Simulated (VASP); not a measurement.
# Ge (Imma) in VASP: further runs

Ge is run at these levels: PBEsol; tasks: single point.

Program: VASP 6.6.1. These are calculated values, not measurements. Logs are shortened: lines on timing, memory, paths and dates and some standing lists are left out, and cuts for length are marked.

## (1) The cell of the first run

It takes space group Imma (No. 74, orthorhombic). The conventional cell has a = 4.005 Å, b = 4.023 Å, c = 5.664 Å, α = 90.00°, β = 90.00°, γ = 90.00°. Ge (site symmetry mm2) has 4 Ge at 2.45 to 2.46 Å within 3.2 Å.

## (2) Single point, PBEsol

Input file INCAR:

```
PREC = Accurate
ENCUT = 500
EDIFF = 1E-6
ISMEAR = 0
SIGMA = 0.1
LREAL = False
LASPH = True
NELM = 120
ALGO = Normal
ISIF = 2
LWAVE = False
LCHARG = False
GGA = PS
NBANDS = 36
GGA_COMPAT = False
```

Input file KPOINTS:

```
regular mesh
0
Gamma
  4 4 4
```

Input file POSCAR:

```
Ge
1.0
    4.0048410169      0.0000000000      0.0000000000
    0.0000000000      5.6637004813      0.0000000000
    0.0000000000      0.0000000000      4.0234020081
Ge
4
Direct
    0.0000000000      0.0000000000      0.0000000000
    0.5000000000      0.5000000000      0.5000000000
    0.0000000000      0.2500000000      0.5000000000
    0.5000000000      0.7500000000      0.0000000000
```

Potentials or basis: VASP PAW PBE potentials, release 64 (Ge_d).

Command:

```
$ cat potpaw_PBE.64/Ge_d/POTCAR > POTCAR
$ mpirun -np 1 vasp_std > vasp.out
```

OUTCAR:

```text
PREC = Accurate
   ENCUT = 500
   EDIFF = 1E-6
   ISMEAR = 0
   LREAL = False
   LASPH = True
   NELM = 120
   ISIF = 2
   GGA = PS

 ion  position               nearest neighbor table
   1  0.000  0.000  0.000-   4 2.45   4 2.45   3 2.46   3 2.46
   2  0.500  0.500  0.500-   3 2.45   3 2.45   4 2.46   4 2.46
   3  0.000  0.250  0.500-   2 2.45   2 2.45   1 2.46   1 2.46
   4  0.500  0.750  0.000-   1 2.45   1 2.45   2 2.46   2 2.46

  LATTYP: Found a simple orthorhombic cell.
 ALAT       =     4.0048410169
 B/A-ratio  =     1.0046346387
 C/A-ratio  =     1.4142135624

  Lattice vectors:

 A1 = (  -4.0048410169,   0.0000000000,   0.0000000000)
 A2 = (   0.0000000000,   0.0000000000,   4.0234020081)
 A3 = (   0.0000000000,   5.6637004813,   0.0000000000)

Analysis of symmetry for initial positions (statically):
=====================================================================
 Subroutine PRICEL returns following result:

  LATTYP: Found a body centered orthorhombic cell.
 ALAT       =     4.0048410169
 B/A-ratio  =     1.0046346387
 C/A-ratio  =     1.4142135624

  Lattice vectors:

 A1 = (   2.0024205085,   2.8318502407,   2.0117010040)
 A2 = (  -2.0024205085,   2.8318502406,  -2.0117010040)
 A3 = (  -2.0024205084,  -2.8318502407,   2.0117010041)

   2 primitive cells build up your supercell.

 Routine SETGRP: Setting up the symmetry group for a
 simple orthorhombic supercell.

 Subroutine GETGRP returns: Found  8 space group operations
 (whereof  4 operations were pure point group operations)
 out of a pool of  8 trial point group operations.

The static configuration has the point symmetry C_2v.
 The point group associated with its full space group is D_2h.

Analysis of symmetry for dynamics (positions and initial velocities):
=====================================================================
 Subroutine PRICEL returns following result:

  LATTYP: Found a body centered orthorhombic cell.
 ALAT       =     4.0048410169
 B/A-ratio  =     1.0046346387
 C/A-ratio  =     1.4142135624

  Lattice vectors:

 A1 = (   2.0024205085,   2.8318502407,   2.0117010040)
 A2 = (  -2.0024205085,   2.8318502406,  -2.0117010040)
 A3 = (  -2.0024205084,  -2.8318502407,   2.0117010041)

   2 primitive cells build up your supercell.

 Routine SETGRP: Setting up the symmetry group for a
 simple orthorhombic supercell.

 Subroutine GETGRP returns: Found  8 space group operations
 (whereof  4 operations were pure point group operations)
 out of a pool of  8 trial point group operations.

The dynamic configuration has the point symmetry C_2v.
 The point group associated with its full space group is D_2h.

 Subroutine INISYM returns: Found  8 space group operations
 (whereof  4 operations are pure point group operations),
 and found     2 'primitive' translations

----------------------------------------------------------------------------------------

                                     Primitive cell

  volume of cell :      45.6298

  direct lattice vectors                    reciprocal lattice vectors
     2.002420508  2.831850241  2.011701004    -0.000000000  0.176563009  0.248545882
    -2.002420508  2.831850241 -2.011701004    -0.249697802  0.176563009  0.000000000
    -2.002420508 -2.831850241  2.011701004    -0.249697802  0.000000000  0.248545882

  length of vectors
     4.009489320  4.009489320  4.009489320     0.304876289  0.305816103  0.352312429

  position of ions in fractional coordinates (direct lattice)
     0.000000000  0.000000000  0.000000000
     0.750000000  0.250000000  0.500000000

  ion indices of the primitive-cell ions
   primitive index   ion index
                 1           1
                 2           3

----------------------------------------------------------------------------------------

 KPOINTS: regular mesh

Automatic generation of k-mesh.
 Grid dimensions read from file:
 generate k-points for:    4    4    4

 Generating k-lattice:

  Cartesian coordinates                     Fractional coordinates (reciprocal lattice)
     0.062424451  0.000000000  0.000000000     0.250000000  0.000000000  0.000000000
     0.000000000  0.044140752  0.000000000     0.000000000  0.250000000  0.000000000
     0.000000000  0.000000000  0.062136470     0.000000000  0.000000000  0.250000000

  Length of vectors
     0.062424451  0.044140752  0.062136470

  Shift w.r.t. Gamma in fractional coordinates (k-lattice)
     0.000000000  0.000000000  0.000000000

 Subroutine IBZKPT returns following result:
 ===========================================

 Found     27 irreducible k-points:

 Following reciprocal coordinates:
            Coordinates               Weight
  0.000000  0.000000  0.000000      1.000000
  0.250000  0.000000  0.000000      2.000000
  0.500000  0.000000  0.000000      1.000000
  0.000000  0.250000  0.000000      2.000000
  0.250000  0.250000  0.000000      4.000000
  0.500000  0.250000  0.000000      2.000000
[... 16 lines left out ...]
  0.250000  0.250000  0.500000      4.000000
  0.500000  0.250000  0.500000      2.000000
 [... further k-points ...]
   k-points           NKPTS =     27   k-points in BZ     NKDIM =     27   number of bands    NBANDS=     36
   number of dos      NEDOS =    301   number of ions     NIONS =      4
   total plane-waves  NPLWV =  37800
   dimension x,y,z NGX =    30 NGY =   42 NGZ =   30
   dimension x,y,z NGXF=    60 NGYF=   84 NGZF=   60
   ions per type =               4
   NGX,Y,Z   is equivalent  to a cutoff of  12.45, 12.33, 12.40 a.u.
   NGXF,Y,Z  is equivalent  to a cutoff of  24.91, 24.66, 24.79 a.u.
 SYSTEM =  unknown system
   PREC   = accura    normal or accurate (medium, high low for compatibility)
   ISTART =      0    job   : 0-new  1-cont  2-samecut
   ICHARG =      2    charge: 1-file 2-atom 10-const
   ISPIN  =      1    spin polarized calculation?
   LNONCOLLINEAR =      F non collinear calculations
   LSORBIT =      F    spin-orbit coupling
   LASPH  =      T    aspherical Exc in radial PAW
   ENCUT  =  500.0 eV  36.75 Ry    6.06 a.u.   7.30 10.33  7.34*2*pi/ulx,y,z
   NELM   =    120;   NELMIN=  2; NELMDL= -5     # of ELM steps
   EDIFF  = 0.1E-05   stopping-criterion for ELM
   LREAL  =      F    real-space projection
   EDIFFG = 0.1E-04   stopping-criterion for IOM
   NSW    =      0    number of steps for IOM
   IBRION =     -1    ionic relax: 0-MD 1-quasi-New 2-CG
   NFREE  =      0    steps in history (QN), initial steepest desc. (CG)
   ISIF   =      2    stress and relaxation
   ISYM   =      2    0-nonsym 1-usesym 2-fastsym
   POTIM  = 0.5000    time-step for ionic-motion
   TEBEG  =    0.0;   TEEND  =   0.0 temperature during run
   PSTRESS=    0.0 pullay stress
   NELECT =      56.0000    total number of electrons
   NUPDOWN=      -1.0000    fix difference up-down
   EMIN   =  10.00;   EMAX   =-10.00  energy-range for DOS
   EFERMI =   0.00;   METHOD = LEGACY
   ISMEAR =     0;   SIGMA  =   0.10  broadening in eV -4-tet -1-fermi 0-gaus
   EFERMI_NEDOS =   21; number of points for ismear=-14 and -15
   IALGO  =     38    algorithm
   IMIX   =      4    mixing-type and parameters
     AMIX     =   0.40;   BMIX     =  1.00
     AMIX_MAG =   1.60;   BMIX_MAG =  1.00
  volume/ion in A,a.u.               =      22.81       153.96
  Fermi-wavevector in a.u.,A,eV,Ry     =   1.391162  2.628916 26.331803  1.935333
  Thomas-Fermi vector in A             =   2.515028
   LORBIT       =      0    0 simple, 1 ext, 2 COOP (PROOUT), +10 PAW based schemes
   GGA     = PS    functional components
   LHFCALC =     F    Hartree Fock is set to
   AEXX    =    0.0000 exact exchange contribution
   IVDW    =     0    specifies the selected vdW correction
   LEPSILON=     F    determine dielectric tensor
   LRPA    =     F    only Hartree local field effects (RPA)
 non-spin polarized calculation
 Gauss-broadening in eV      SIGMA  =   0.10
  energy-cutoff  :      500.00
  volume of cell :       91.26
 maximum number of plane-waves:      2348
 NGX is ok and might be reduce to    30
   NGX = 15   NGY = 21   NGZ = 15

 number of electron      55.9999874 magnetization

 Free energy of the ion-electron system (eV)
  ---------------------------------------------------
  ext. energy  EPLUGINS =         0.00000000
  ---------------------------------------------------
  free energy    TOTEN  =       -19.55479175 eV

  energy without entropy =      -19.55007113  energy(sigma->0) =      -19.55243144

 E-fermi :   4.8118     XC(G=0): -10.0819

 val. band max:        4.8108154174   @ k =   0.0000   0.0000   0.0000
 cond. band min:       4.8807230789   @ k =   0.5000   0.5000   0.0000
 fundamental gap:      0.0699076616
 Fermi energy:         4.8117666807

 k-point     1 :       0.0000    0.0000    0.0000
  band No.  band energies     occupation
      1     -19.9787      2.00000
      2     -19.9754      2.00000
      3     -19.9461      2.00000
      4     -19.9414      2.00000
      5     -19.9355      2.00000
      6     -19.9115      2.00000
[... 28 lines left out ...]
     35      11.0016      0.00000
     36      14.2362      0.00000

 k-point     2 :       0.2500    0.0000    0.0000
  band No.  band energies     occupation
      1     -19.9931      2.00000
      2     -19.9762      2.00000
      3     -19.9598      2.00000
      4     -19.9488      2.00000
      5     -19.9391      2.00000
      6     -19.8921      2.00000
[... 28 lines left out ...]
     35      11.8962      0.00000
     36      12.1251      0.00000

 k-point     3 :       0.5000    0.0000    0.0000
  band No.  band energies     occupation
      1     -19.9800      2.00000
      2     -19.9800      2.00000
      3     -19.9740      2.00000
      4     -19.9740      2.00000
      5     -19.8984      2.00000
      6     -19.8984      2.00000
[... 28 lines left out ...]
     35       9.9919      0.00000
     36       9.9919      0.00000
[... 742 lines left out ...]
 k-point    23 :       0.2500    0.2500    0.5000
  band No.  band energies     occupation
      1     -19.9864      2.00000
      2     -19.9864      2.00000
      3     -19.9699      2.00000
      4     -19.9699      2.00000
      5     -19.9042      2.00000
      6     -19.9042      2.00000
[... 28 lines left out ...]
     35      10.9735      0.00000
     36      10.9735      0.00000

 k-point    24 :       0.5000    0.2500    0.5000
  band No.  band energies     occupation
      1     -19.9809      2.00000
      2     -19.9809      2.00000
      3     -19.9809      2.00000
      4     -19.9809      2.00000
      5     -19.8728      2.00000
      6     -19.8728      2.00000
[... 28 lines left out ...]
     35      12.3419      0.00000
     36      12.3419      0.00000

 [... further k-points ...]

------------------------ aborting loop because EDIFF is reached ----------------------------------------

  FORCE on cell =-STRESS in cart. coord.  units (eV):
  Direction    XX          YY          ZZ          XY          YZ          ZX
  --------------------------------------------------------------------------------------
  -------------------------------------------------------------------------------------
  Total        0.6841698     -0.3866402      0.3092919      0.0000000      0.0000000      0.0000000
  in kB       12.0114523     -6.7879488      5.4300037      0.0000000      0.0000000      0.0000000
  external PRESSURE =       3.5511691 kB  Pullay stress =       0.0000000 kB

 VOLUME and BASIS-vectors are now :
 -----------------------------------------------------------------------------
  energy-cutoff  :      500.00
  volume of cell :       91.26
      direct lattice vectors                 reciprocal lattice vectors
     4.004841017  0.000000000  0.000000000     0.249697802  0.000000000  0.000000000
     0.000000000  5.663700481  0.000000000     0.000000000  0.176563009  0.000000000
     0.000000000  0.000000000  4.023402008     0.000000000  0.000000000  0.248545882

 POSITION                                       TOTAL-FORCE (eV/Angst)
 -----------------------------------------------------------------------------------
      0.00000      0.00000      0.00000         0.000000      0.044922      0.000000
      2.00242      2.83185      2.01170        -0.000000      0.044922     -0.000000
      0.00000      1.41593      2.01170         0.000000     -0.044922     -0.000000
      2.00242      4.24778      0.00000        -0.000000     -0.044922      0.000000
 -----------------------------------------------------------------------------------
    total drift:                                0.000000      0.000000      0.000000

  FREE ENERGIE OF THE ION-ELECTRON SYSTEM (eV)
  ---------------------------------------------------
  free  energy   TOTEN  =       -19.5547917547 eV

  energy  without entropy=      -19.5500711270  energy(sigma->0) =      -19.55243144
```

Run time: 74 s. Hardware: 1 thread of Oxide Virtual Turin-like, shared host; peak memory 0.18 GiB.

Results:

| Quantity | Value |
| --- | --- |
| Free energy | -19.5548 eV |
| Pressure | 0.4 GPa |
| Largest force | 0.045 eV/Å |
| Band gap on the k mesh | 0.01 eV |

Forces in eV/Å, atoms in the order of the input:
```
Ge   0.000  0.045  0.000
Ge   0.000  0.045  0.000
Ge   0.000 -0.045  0.000
Ge   0.000 -0.045  0.000
```

Caveat: the smearing spreads over this small gap; the PAW data sets were made with another functional, which shifts forces and pressure a little.

## (3) Single point, PBEsol

Input file INCAR:

```
SYSTEM = Ge
PREC = Accurate
ENCUT = 500
EDIFF = 1E-6
ISMEAR = 0
SIGMA = 0.1
LREAL = .FALSE.
LASPH = .TRUE.
NELM = 120
ALGO = Normal
ISIF = 2
LWAVE = .FALSE.
LCHARG = .FALSE.
GGA = PS
NBANDS = 36
GGA_COMPAT = .FALSE.
```

Input file KPOINTS:

```
Automatic mesh
0
G
  10 8 10
  0 0 0
```

Input file POSCAR:

```
Ge
1.0
    4.0048410169      0.0000000000      0.0000000000
    0.0000000000      5.6637004813      0.0000000000
    0.0000000000      0.0000000000      4.0181968163
Ge
4
Direct
    0.0000000000      0.0002360442      0.0000000000
    0.5000000000      0.5002360442      0.5000000000
    0.0000000000      0.2497639558      0.5000000000
    0.5000000000      0.7497639558      0.0000000000
```

Potentials or basis: VASP PAW PBE potentials, release 64 (Ge_d).

Command:

```
$ cat potpaw_PBE.64/Ge_d/POTCAR > POTCAR
$ mpirun -np 1 vasp_std > vasp.out
```

Wall time 10 min (1 thread of Oxide Virtual Turin-like, shared host); peak memory 0.44 GiB.

It converged, with:

```
Free energy            : -19.7467 eV
Pressure               : 0.1 GPa
Band gap on the k mesh : zero (filled and empty bands touch)
```

Stress tensor (GPa, compression positive):
```
 0.23  0.00  0.00
 0.00  0.12  0.00
 0.00  0.00 -0.16
```

Levels at points of the mesh, in eV from the Fermi level:
| k point | band 24 | band 25 | band 26 | band 27 | band 28 | band 29 | band 30 | band 31 | band 32 | band 33 |
| --- | --- | --- | --- | --- | --- | --- | --- | --- | --- | --- |
| (0.00, 0.00, 0.00) | -3.12 | -3.08 | -0.09 | -0.05 | -0.02 | -0.02 | 0.61 | 0.67 | 2.49 | 2.50 |
| (0.50, 0.00, 0.00) | -6.55 | -3.89 | -3.89 | -1.55 | -1.55 | 1.84 | 1.84 | 4.73 | 4.73 | 5.01 |
| (0.00, 0.50, 0.00) | -4.75 | -2.08 | -2.08 | -2.05 | -2.05 | 0.91 | 0.91 | 2.65 | 2.65 | 5.77 |
| (0.50, 0.50, 0.00) | -7.62 | -1.45 | -1.45 | -1.42 | -1.42 | 0.06 | 0.06 | 3.67 | 3.67 | 3.68 |
| (0.00, 0.00, 0.50) | -6.55 | -3.89 | -3.89 | -1.52 | -1.52 | 1.89 | 1.89 | 4.74 | 4.74 | 5.03 |
| (0.50, 0.00, 0.50) | -8.91 | -3.09 | -3.09 | -3.09 | -3.09 | 0.65 | 0.65 | 0.65 | 0.65 | 9.41 |
| (0.00, 0.50, 0.50) | -7.63 | -1.42 | -1.42 | -1.41 | -1.41 | 0.09 | 0.09 | 3.69 | 3.69 | 3.69 |
| (0.50, 0.50, 0.50) | -8.81 | -3.93 | -3.93 | -3.93 | -3.93 | 4.25 | 4.25 | 4.25 | 4.25 | 4.62 |

Caveat: semilocal functionals underestimate gaps, and a narrow one can read as zero; the PAW data sets were made with another functional, which shifts forces and pressure a little.

## (4) Single point, PBEsol

Input file INCAR:

```
SYSTEM = Ge
  ALGO = Normal
  EDIFF = 1E-6
  ENCUT = 500
  GGA = PS
  GGA_COMPAT = .False.
  ISIF = 2
  ISMEAR = 0
  LASPH = .True.
  LCHARG = .False.
  LREAL = .False.
  LWAVE = .False.
  NBANDS = 36
  NELM = 120
  PREC = Accurate
  SIGMA = 0.1
```

Input file KPOINTS:

```
k-points
0
Gamma
  10 8 10
  0 0 0
```

Input file POSCAR:

```
Ge
1.0
    4.0048410169      0.0000000000      0.0000000000
    0.0000000000      5.6637004813      0.0000000000
    0.0000000000      0.0000000000      4.0234020081
Ge
4
Direct
    0.0000000000      0.0000000000      0.0000000000
    0.5000000000      0.5000000000      0.5000000000
    0.0000000000      0.2500000000      0.5000000000
    0.5000000000      0.7500000000      0.0000000000
```

Command:

```
$ cat potpaw_PBE.64/Ge_d/POTCAR > POTCAR
$ mpirun -np 1 vasp_std > vasp.out
```

Run time: 10 min. Hardware: 1 thread of Oxide Virtual Turin-like, shared host; peak memory 0.44 GiB.

It converged, with:

```yaml
Free_energy: -19.7464 eV
Pressure: 0.0 GPa
Largest_force: 0.039 eV/Å
Band_gap_on_the_k_mesh: 0.01 eV
```

Forces in eV/Å, atoms in the order of the input:
```
Ge   0.000  0.039  0.000
Ge   0.000  0.039  0.000
Ge   0.000 -0.039  0.000
Ge   0.000 -0.039  0.000
```

Stress tensor (GPa, compression positive):
```
 0.31  0.00  0.00
 0.00  0.06  0.00
 0.00  0.00 -0.44
```

Levels at points of the mesh, in eV from the valence-band top:
```csv
k point,band 25,band 26,band 27,band 28,band 29,band 30,band 31,band 32
"(0.00, 0.00, 0.00)",-3.05,-0.08,-0.01,0.00,0.01,0.64,0.69,2.50
"(0.50, 0.00, 0.00)",-3.85,-3.85,-1.52,-1.52,1.87,1.87,4.74,4.74
"(0.00, 0.50, 0.00)",-2.05,-2.05,-2.02,-2.02,0.94,0.94,2.67,2.67
"(0.50, 0.50, 0.00)",-1.41,-1.41,-1.40,-1.40,0.08,0.08,3.68,3.68
"(0.00, 0.00, 0.50)",-3.86,-3.86,-1.50,-1.50,1.91,1.91,4.78,4.78
"(0.50, 0.00, 0.50)",-3.05,-3.05,-3.05,-3.05,0.68,0.68,0.68,0.68
"(0.00, 0.50, 0.50)",-1.40,-1.40,-1.37,-1.37,0.12,0.12,3.71,3.71
"(0.50, 0.50, 0.50)",-3.90,-3.90,-3.90,-3.90,4.28,4.28,4.28,4.28
```

Caveat: the smearing spreads over this small gap; the PAW data sets were made with another functional, which shifts forces and pressure a little. A k mesh can miss the band edges.

## (5) Summary

```tsv
cell	k mesh	gap on the mesh (eV)	pressure (GPa)	largest force (eV/Å)
a = 4.005, b = 5.664, c = 4.023 Å, 4 atoms, atomic positions A	4 × 4 × 4	0.01	0.4	0.04
a = 4.005, b = 5.664, c = 4.018 Å, 4 atoms, atomic positions B	10 × 8 × 10	none	0.1	-
a = 4.005, b = 5.664, c = 4.023 Å, 4 atoms, atomic positions A	10 × 8 × 10	0.01	0.0	0.04
```

Alike in all rows: task single point; level PBEsol; potentials or basis VASP PAW PBE potentials, release 64 (Ge_d); no spin polarisation; cutoff (eV) 500; smearing gaussian 0.1 eV.

Caveats: the PAW data sets were made with another functional, which shifts forces and pressure a little; the smearing spreads over this small gap (at least some runs); semilocal functionals underestimate gaps, and a narrow one can read as zero (at least some runs).

Total energies depend on the potentials used, so only differences within one code and one set of settings carry meaning.

The gap in the log of VASP goes by the Fermi energy; the results here count the filled bands.